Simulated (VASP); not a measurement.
# Al3O in VASP: a series of runs

Al3O is run at these levels: PBE; tasks: single point.

All numbers are computed with VASP 6.6.1; they aren't measurements. Logs are shortened: lines on timing, memory, paths and dates and some standing lists are left out, and cuts for length are marked.

## (1) The cell of the first run

The cell holds a slab with vacuum, 4 atoms: a = 2.857 Å, b = 2.857 Å, c = 20.102 Å, α = 90.00°, β = 90.00°, γ = 120.00°.

## (2) Single point, PBE

File INCAR:

```
SYSTEM = Al3O
  PREC = Accurate
  ENCUT = 520
  EDIFF = 1E-7
  ISMEAR = 0
  SIGMA = 0.1
  LREAL = .False.
  LASPH = .True.
  NELM = 100
  ALGO = Normal
  ISIF = 2
  LWAVE = .False.
  LCHARG = .True.
  LDIPOL = .True.
  IDIPOL = 3
  DIPOL = 0.5 0.5 0.358
  GGA = PE
  LELF = .True.
  LVHAR = .True.
  LVACPOTAV = .True.
  NBANDS = 16
```

File KPOINTS:

```
Automatic mesh
0
Gamma
  9 9 1
  0 0 0
```

File POSCAR:

```
Al3O
1.0
    2.8571514048      0.0000000000      0.0000000000
   -1.4285757024      2.4743656990      0.0000000000
    0.0000000000      0.0000000000     20.1016425027
Al O
3 1
Direct
    0.6666666667      0.3333333333      0.1989887145
    0.3333333333      0.6666666667      0.3134533097
    0.0000000000      0.0000000000      0.4279074459
    0.0000000000      0.3333333333      0.4916794438
```

Potentials or basis: VASP PAW PBE potentials, release 64 (Al, O).

The run is started by

```
$ cat potpaw_PBE.64/Al/POTCAR potpaw_PBE.64/O/POTCAR > POTCAR
$ mpirun -np 1 vasp_std > vasp.out
```

OUTCAR:

```text
SYSTEM = Al3O
   PREC = Accurate
   ENCUT = 520
   EDIFF = 1E-7
   ISMEAR = 0
   LREAL = .False.
   LASPH = .True.
   NELM = 100
   ISIF = 2
   GGA = PE

 ion  position               nearest neighbor table
   1  0.667  0.333  0.199-   2 2.83   2 2.83   2 2.83
   2  0.333  0.667  0.313-   3 2.83   3 2.83   3 2.83   1 2.83   1 2.83   1 2.83
   3  0.000  0.000  0.428-   4 1.60   4 2.30   2 2.83   2 2.83   2 2.83
   4  0.000  0.333  0.492-   3 1.60   3 2.30

  LATTYP: Found a hexagonal cell.
 ALAT       =     2.8571514048
 C/A-ratio  =     7.0355538278

  Lattice vectors:

 A1 = (   2.8571514048,   0.0000000000,   0.0000000000)
 A2 = (  -1.4285757024,   2.4743656990,   0.0000000000)
 A3 = (   0.0000000000,   0.0000000000,  20.1016425027)

Analysis of symmetry for initial positions (statically):
=====================================================================
 Subroutine PRICEL returns:
 Original cell was already a primitive cell.

 Routine SETGRP: Setting up the symmetry group for a
 hexagonal supercell.

 Subroutine GETGRP returns: Found  1 space group operations
 (whereof  1 operations were pure point group operations)
 out of a pool of 24 trial point group operations.

The static configuration has the point symmetry C_1 .

Analysis of symmetry for dynamics (positions and initial velocities):
=====================================================================
 Subroutine PRICEL returns:
 Original cell was already a primitive cell.

 Routine SETGRP: Setting up the symmetry group for a
 hexagonal supercell.

 Subroutine GETGRP returns: Found  1 space group operations
 (whereof  1 operations were pure point group operations)
 out of a pool of 24 trial point group operations.

The dynamic configuration has the point symmetry C_1 .

 Subroutine INISYM returns: Found  1 space group operations
 (whereof  1 operations are pure point group operations),
 and found     1 'primitive' translations

----------------------------------------------------------------------------------------

                                     Primitive cell

  volume of cell :     142.1113

[... 89 lines left out ...]
   LASPH  =      T    aspherical Exc in radial PAW
   ENCUT  =  520.0 eV  38.22 Ry    6.18 a.u.   5.31  5.31 37.38*2*pi/ulx,y,z
   NELM   =    100;   NELMIN=  2; NELMDL= -5     # of ELM steps
   EDIFF  = 0.1E-06   stopping-criterion for ELM
   LREAL  =      F    real-space projection
   EDIFFG = 0.1E-05   stopping-criterion for IOM
   NSW    =      0    number of steps for IOM
   IBRION =     -1    ionic relax: 0-MD 1-quasi-New 2-CG
   NFREE  =      0    steps in history (QN), initial steepest desc. (CG)
   ISIF   =      2    stress and relaxation
   ISYM   =      2    0-nonsym 1-usesym 2-fastsym
   POTIM  = 0.5000    time-step for ionic-motion
   TEBEG  =    0.0;   TEEND  =   0.0 temperature during run
   PSTRESS=    0.0 pullay stress
   NELECT =      15.0000    total number of electrons
   NUPDOWN=      -1.0000    fix difference up-down
   EMIN   =  10.00;   EMAX   =-10.00  energy-range for DOS
   EFERMI =   0.00;   METHOD = LEGACY
   ISMEAR =     0;   SIGMA  =   0.10  broadening in eV -4-tet -1-fermi 0-gaus
   EFERMI_NEDOS =   21; number of points for ismear=-14 and -15
   IALGO  =     38    algorithm
   IMIX   =      4    mixing-type and parameters
     AMIX     =   0.40;   BMIX     =  1.00
     AMIX_MAG =   1.60;   BMIX_MAG =  1.00
  volume/ion in A,a.u.               =      35.53       239.75
  Fermi-wavevector in a.u.,A,eV,Ry     =   0.773682  1.462047  8.144222  0.598583
  Thomas-Fermi vector in A             =   1.875578
   LORBIT       =      0    0 simple, 1 ext, 2 COOP (PROOUT), +10 PAW based schemes
   GGA     = PE    functional components
   LHFCALC =     F    Hartree Fock is set to
   AEXX    =    0.0000 exact exchange contribution
   IVDW    =     0    specifies the selected vdW correction
   LEPSILON=     F    determine dielectric tensor
   LRPA    =     F    only Hartree local field effects (RPA)
 non-spin polarized calculation
 Gauss-broadening in eV      SIGMA  =   0.10
  energy-cutoff  :      520.00
  volume of cell :      142.11
 maximum number of plane-waves:      3849
 NGX is ok and might be reduce to    24
   NGX = 11   NGY = 11   NGZ = 75

 dipolmoment           0.000000      0.000000     -0.044515 electrons x Angstroem

 number of electron      15.0000004 magnetization

 dipolmoment           0.000000      0.000000      0.205138 electrons x Angstroem

 Free energy of the ion-electron system (eV)
  ---------------------------------------------------
  ext. energy  EPLUGINS =         0.00000000
  ---------------------------------------------------
  free energy    TOTEN  =       -17.04994860 eV

  energy without entropy =      -17.03961117  energy(sigma->0) =      -17.04477988

 E-fermi :  -1.3774     XC(G=0):  -4.8178

 val. band max:       -1.3863553596   @ k =   0.0000   0.3333   0.0000
 cond. band min:      -1.2692619630   @ k =   0.3333   0.2222   0.0000
 fundamental gap:      0.1170933966
 Fermi energy:        -1.3774197193

 k-point     1 :       0.0000    0.0000    0.0000
  band No.  band energies     occupation
      1     -18.8655      2.00000
      2     -11.8595      2.00000
      3      -9.7167      2.00000
      4      -6.6525      2.00000
      5      -3.8817      2.00000
      6      -1.9695      2.00000
[... 433 lines left out ...]
      3      -6.3680      2.00000
      4      -4.9318      2.00000
      5      -3.7725      2.00000
      6      -2.9158      2.00000
[... 8 lines left out ...]
     15       6.3195      0.00000
     16       6.9104      0.00000

 [... further k-points ...]
[... 5 lines left out ...]
  --------------------------------------------------------------------------------------
  -------------------------------------------------------------------------------------
  Total        1.4161748      2.2355514      0.5918922     -0.3587292      4.7149578     -2.9907559
  in kB       15.9660973     25.2038305      6.6730522     -4.0443493     53.1569073    -33.7180823
  external PRESSURE =      15.9476600 kB  Pullay stress =       0.0000000 kB

 VOLUME and BASIS-vectors are now :
 -----------------------------------------------------------------------------
  energy-cutoff  :      520.00
  volume of cell :      142.11
      direct lattice vectors                 reciprocal lattice vectors
     2.857151405  0.000000000  0.000000000     0.349998953  0.202071990  0.000000000
    -1.428575702  2.474365699  0.000000000     0.000000000  0.404143979  0.000000000
     0.000000000  0.000000000 20.101642503     0.000000000  0.000000000  0.049747179

 POSITION                                       TOTAL-FORCE (eV/Angst)
 -----------------------------------------------------------------------------------
      1.42858      0.82479      4.00000        -0.010641     -0.007999     -0.142913
     -0.00000      1.64958      6.30093         0.065649      0.072431      0.086419
      0.00000      0.00000      8.60164         2.198950     -3.844139     -0.045651
     -0.47619      0.82479      9.88356        -2.253958      3.779707      0.102146
 -----------------------------------------------------------------------------------
    total drift:                                0.000137      0.000005     -0.000096

  FREE ENERGIE OF THE ION-ELECTRON SYSTEM (eV)
  ---------------------------------------------------
  free  energy   TOTEN  =       -17.0499486005 eV

  energy  without entropy=      -17.0396111677  energy(sigma->0) =      -17.04477988

 vacuum level on the upper side and lower side of the slab         7.846         2.595
```

OSZICAR:

```text
N       E                     dE             d eps       ncg     rms          rms(c)
DAV:   1     0.738447289373E+02    0.73845E+02   -0.51014E+03  1312   0.678E+02
DAV:   2    -0.101247600729E+02   -0.83969E+02   -0.73379E+02  1848   0.143E+02
DAV:   3    -0.202802456490E+02   -0.10155E+02   -0.10016E+02  1800   0.547E+01
[... 24 lines left out ...]
DAV:  28    -0.170499473568E+02   -0.15945E-05   -0.35556E-07  1504   0.365E-03    0.740E-04
DAV:  29    -0.170499482568E+02   -0.90003E-06   -0.70152E-08  1472   0.156E-03    0.401E-04
DAV:  30    -0.170499484550E+02   -0.19825E-06   -0.12512E-08  1616   0.733E-04    0.350E-04
DAV:  31    -0.170499485876E+02   -0.13257E-06   -0.86292E-09  1400   0.573E-04    0.131E-04
DAV:  32    -0.170499486005E+02   -0.12886E-07   -0.15798E-09  1472   0.261E-04
   1 F= -.17049949E+02 E0= -.17044780E+02  d E =-.103374E-01
```

stdout:

```text
POSCAR found type information on POSCAR AlO
 POSCAR found :  2 types and       4 ions
 scaLAPACK will be used
 LDA part: xc-table for (Slater+PW92), standard interpolation
 POSCAR, INCAR and KPOINTS ok, starting setup
 FFT: planning ... GRIDC
 FFT: planning ... GRID_SOFT
 FFT: planning ... GRID
 WAVECAR not read
 entering main loop
 -----------------------------------------------------------------------------
|                                                                             |
|           W    W    AA    RRRRR   N    N  II  N    N   GGGG   !!!           |
|           W    W   A  A   R    R  NN   N  II  NN   N  G    G  !!!           |
|           W    W  A    A  R    R  N N  N  II  N N  N  G       !!!           |
|           W WW W  AAAAAA  RRRRR   N  N N  II  N  N N  G  GGG   !            |
|           WW  WW  A    A  R   R   N   NN  II  N   NN  G    G                |
|           W    W  A    A  R    R  N    N  II  N    N   GGGG   !!!           |
|                                                                             |
|     Did not find any points to average over, which means that no vacuum     |
|     field-free region was found. Please increase the size of  your cell     |
|     in the dimension of the dipole correction to obtain accurate            |
|     workfunction values.                                                    |
|                                                                             |
 -----------------------------------------------------------------------------
```

Wall time 2.5 min (1 thread of Intel Xeon Platinum 8488C (Sapphire Rapids), shared host); peak memory 0.3 GiB.

Results:

- Free energy: -17.0499 eV
- Largest force: 4.429 eV/Å

Forces in eV/Å, atoms in the order of the input:
```
Al  -0.011 -0.008 -0.143
Al   0.066  0.072  0.086
Al   2.199 -3.844 -0.046
O   -2.254  3.780  0.102
```

Caveat: an odd number of electrons without spin polarisation forces a metal; a magnetic or distorted state may lie lower.

## (3) Single point, PBE

File INCAR:

```
SYSTEM = Al3O
PREC = Accurate
ENCUT = 520
EDIFF = 1E-7
ISMEAR = 0
SIGMA = 0.1
LREAL = .False.
LASPH = .True.
NELM = 80
ALGO = Normal
ISIF = 2
LWAVE = .False.
LCHARG = .False.
LDIPOL = .True.
IDIPOL = 3
DIPOL = 0.5 0.5 0.362
GGA = PE
NBANDS = 16
```

KPOINTS is that of step 2.

POSCAR: that of step 2 with these lines changed.

```diff
@@ -11,2 +11,2 @@
     0.0000000000      0.0000000000      0.4279074459
-    0.0000000000      0.3333333333      0.4916794438
+    0.0000000000      0.1666666667      0.5071142665
```

Potentials or basis: VASP PAW PBE potentials, release 64 (Al, O).

The run is started by

```
$ cat potpaw_PBE.64/Al/POTCAR potpaw_PBE.64/O/POTCAR > POTCAR
$ mpirun -np 1 vasp_std > vasp.out
```

OUTCAR:

```text
SYSTEM = Al3O
   PREC = Accurate
   ENCUT = 520
   EDIFF = 1E-7
   ISMEAR = 0
   LREAL = .False.
   LASPH = .True.
   NELM = 80
   ISIF = 2
   GGA = PE

 ion  position               nearest neighbor table
   1  0.667  0.333  0.199-   2 2.83   2 2.83   2 2.83
   2  0.333  0.667  0.313-   3 2.83   3 2.83   3 2.83   1 2.83   1 2.83   1 2.83
   3  0.000  0.000  0.428-   4 1.66   2 2.83   2 2.83   2 2.83
   4  0.000  0.167  0.507-   3 1.66

  LATTYP: Found a hexagonal cell.
 ALAT       =     2.8571514048
[... 662 lines left out ...]
  --------------------------------------------------------------------------------------
  -------------------------------------------------------------------------------------
  Total        0.6538936      0.9679634      0.0710890     -0.0733920      1.5345614     -0.9884839
  in kB        7.3720619     10.9129167      0.8014647     -0.8274289     17.3007987    -11.1442662
  external PRESSURE =       6.3621478 kB  Pullay stress =       0.0000000 kB

 VOLUME and BASIS-vectors are now :
 -----------------------------------------------------------------------------
  energy-cutoff  :      520.00
  volume of cell :      142.11
      direct lattice vectors                 reciprocal lattice vectors
     2.857151405  0.000000000  0.000000000     0.349998953  0.202071990  0.000000000
    -1.428575702  2.474365699  0.000000000     0.000000000  0.404143979  0.000000000
     0.000000000  0.000000000 20.101642503     0.000000000  0.000000000  0.049747179

 POSITION                                       TOTAL-FORCE (eV/Angst)
 -----------------------------------------------------------------------------------
      1.42858      0.82479      4.00000        -0.007217      0.001151     -0.118727
     -0.00000      1.64958      6.30093         0.012701      0.042989      0.284648
      0.00000      0.00000      8.60164         0.618162     -1.073826     -0.275816
     -0.23810      0.41239     10.19383        -0.623646      1.029685      0.109895
 -----------------------------------------------------------------------------------
    total drift:                               -0.000012      0.000025      0.000638

  FREE ENERGIE OF THE ION-ELECTRON SYSTEM (eV)
  ---------------------------------------------------
  free  energy   TOTEN  =       -15.8623277540 eV

  energy  without entropy=      -15.8404190535  energy(sigma->0) =      -15.85137340

 vacuum level on the upper side and lower side of the slab         8.148         2.387
```

stdout:

```text
POSCAR found type information on POSCAR AlO
 POSCAR found :  2 types and       4 ions
 scaLAPACK will be used
 LDA part: xc-table for (Slater+PW92), standard interpolation
 POSCAR, INCAR and KPOINTS ok, starting setup
 FFT: planning ... GRIDC
 FFT: planning ... GRID_SOFT
 FFT: planning ... GRID
 WAVECAR not read
 entering main loop
```

Wall time 2.5 min (1 thread of Intel Xeon Platinum 8488C (Sapphire Rapids), shared host); peak memory 0.3 GiB.

Results:

```
Free energy   : -15.8623 eV
Largest force : 1.269 eV/Å
```

Forces in eV/Å, atoms in the order of the input:
```
Al  -0.007  0.001 -0.119
Al   0.013  0.043  0.285
Al   0.618 -1.074 -0.276
O   -0.624  1.030  0.110
```

Caveat: an odd number of electrons without spin polarisation forces a metal; a magnetic or distorted state may lie lower.

## (4) Single point, PBE

File INCAR:

```
  PREC = Accurate
  ENCUT = 520
  EDIFF = 1E-7
  ISMEAR = 0
  SIGMA = 0.1
  LREAL = F
  LASPH = T
  NELM = 80
  ALGO = Normal
  ISIF = 2
  LWAVE = F
  LCHARG = F
  LDIPOL = T
  IDIPOL = 3
  DIPOL = 0.5 0.5 0.354
  GGA = PE
  NBANDS = 16
```

File KPOINTS:

```
regular mesh
0
Gamma
  9 9 1
```

POSCAR: that of step 3 with these lines changed.

```diff
@@ -11,2 +11,2 @@
     0.0000000000      0.0000000000      0.4279074459
-    0.0000000000      0.1666666667      0.5071142665
+    0.1666666667      0.6666666667      0.4762827989
```

The run is started by

```
$ cat potpaw_PBE.64/Al/POTCAR potpaw_PBE.64/O/POTCAR > POTCAR
$ mpirun -np 1 vasp_std > vasp.out
```

Wall time 2.3 min (1 thread of Intel Xeon Platinum 8488C (Sapphire Rapids), shared host); peak memory 0.3 GiB.

It converged, with:

- Free energy: -18.6746 eV
- Largest force: 5.700 eV/Å

Forces on the atoms (eV/Å):
```
Al  -0.007  0.000 -0.157
Al   0.122  0.002 -0.064
Al  -4.476  3.525  0.162
O    4.362 -3.527  0.060
```

Levels at points of the mesh, in eV from the Fermi level:
| k point | band 4 | band 5 | band 6 | band 7 | band 8 | band 9 | band 10 | band 11 |
| --- | --- | --- | --- | --- | --- | --- | --- | --- |
| (0.00, 0.00, 0.00) | -5.37 | -2.93 | -2.66 | -1.69 | 0.51 | 3.32 | 4.73 | 6.21 |

Caveat: an odd number of electrons without spin polarisation forces a metal; a magnetic or distorted state may lie lower.

## (5) Single point, PBE

File INCAR:

```
PREC = Accurate ; ENCUT = 520
EDIFF = 1E-6 ; ISMEAR = 0
SIGMA = 0.1 ; LREAL = F
LASPH = T ; NELM = 80
ALGO = Normal ; ISIF = 2
LWAVE = F ; LCHARG = F
LDIPOL = T ; IDIPOL = 3
DIPOL = 0.5 0.5 0.354 ; GGA = PE
NBANDS = 16
```

KPOINTS is that of step 4.

POSCAR: that of step 4 with these lines changed.

```diff
@@ -11,2 +11,2 @@
     0.0000000000      0.0000000000      0.4279074459
-    0.1666666667      0.6666666667      0.4762827989
+    0.5000000000      0.3333333333      0.4760474810
```

The run is started by

```
$ cat potpaw_PBE.64/Al/POTCAR potpaw_PBE.64/O/POTCAR > POTCAR
$ mpirun -np 1 vasp_std > vasp.out
```

Run time: 2.1 min. Hardware: 1 thread of Intel Xeon Platinum 8488C (Sapphire Rapids), shared host; peak memory 0.3 GiB.

It converged, with:

```
Free energy   : -18.7521 eV
Largest force : 5.824 eV/Å
```

Forces on the atoms (eV/Å):
```
Al   0.009 -0.003 -0.137
Al  -0.079  0.023 -0.116
Al  -4.529 -3.594  0.188
O    4.599  3.574  0.065
```

Levels at points of the mesh, in eV from the Fermi level:
```
           k point  band 5  band 6  band 7  band 8  band 9  band 10
(0.00, 0.00, 0.00)   -2.86   -2.59   -1.58    0.51    3.35     4.79
```

Caveat: an odd number of electrons without spin polarisation forces a metal; a magnetic or distorted state may lie lower.
